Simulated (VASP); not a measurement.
SiC, 12 atoms in the cell. Symmetry: P6_3mc, No. 186, hexagonal system. The conventional cell has a = 3.077 Å, b = 3.077 Å, c = 15.098 Å, α = 90.00°, β = 90.00°, γ = 120.00°. Si (site symmetry 3m) has 4 C at 1.88 to 1.89 Å within 2.5 Å. Within 2.5 Å of Si (site symmetry 3m) lie 4 C at 1.88 to 1.89 Å. Si (site symmetry 3m) has 4 C at 1.89 Å within 2.5 Å. C (site symmetry 3m) has 4 Si at 1.88 to 1.89 Å within 2.5 Å. Within 2.5 Å of C (site symmetry 3m) lie 4 Si at 1.88 to 1.89 Å. Within 2.5 Å of C (site symmetry 3m) lie 4 Si at 1.89 Å. 

| Quantity | Value |
| --- | --- |
| Program | VASP 6.6.1 |
| Task | single point |
| Functional | PBEsol |
| Potentials or basis | VASP PAW PBE potentials, release 64 (Si, C) |
| Cutoff | 520 eV |
| k mesh | 6 × 6 × 2 |
| Occupations | gaussian, width 0.1 eV |
| Spin | no spin polarisation |
| Dipole correction | no |
| Further INCAR settings | ALGO = Normal; EDIFF = 1e-07; NBANDS = 36 |

Potentials or basis: VASP PAW PBE potentials, release 64 (Si, C).

Command:

```sh
$ cat potpaw_PBE.64/Si/POTCAR potpaw_PBE.64/C/POTCAR > POTCAR
$ mpirun -np 1 vasp_std > vasp.out
```

Hardware: 1 thread of Intel(R) Xeon(R) 6975P-C (Granite Rapids) (shared host).

**Question.** Estimate the wall time of this run.

**Answer.** Run time: 26 s on 1 thread of Intel(R) Xeon(R) 6975P-C (Granite Rapids) (shared host), peak memory 0.24 GiB. Counts: scf iterations 14, k points 14.
